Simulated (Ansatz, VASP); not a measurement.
## SiC in VASP and in Ansatz

```xyz
4
Lattice="3.0755 0.0000 0.0000 -1.5378 2.6635 0.0000 0.0000 0.0000 5.0486" Properties=species:S:1:pos:R:3 pbc="T T T"
Si    0.0000    1.7756    0.0232
Si    1.5378    0.8878    2.5475
C     0.0000    1.7756    1.9205
C     1.5378    0.8878    4.4448
```

Alike in both runs: task single point; functional r2SCAN; k mesh 12 × 12 × 6; occupations fermi-dirac, width 0.02 eV; no spin polarisation.

```csv
,VASP,Ansatz
version,VASP 6.6.1,Ansatz 0.2.0
potentials or method,"VASP PAW PBE potentials, release 64 (Si, C), cutoff 520 eV",PAW plane waves
valence electrons in the cell,16,16
```

|  | VASP | Ansatz | Ansatz less VASP |
| --- | --- | --- | --- |
| gap on the k mesh at the Fermi level (eV) | 2.66 | 2.65 | -0.008 |
| pressure (GPa) | -0.2 | 0.0 | +0.22 |

VASP's potentials were made for PBE, not for r2SCAN.
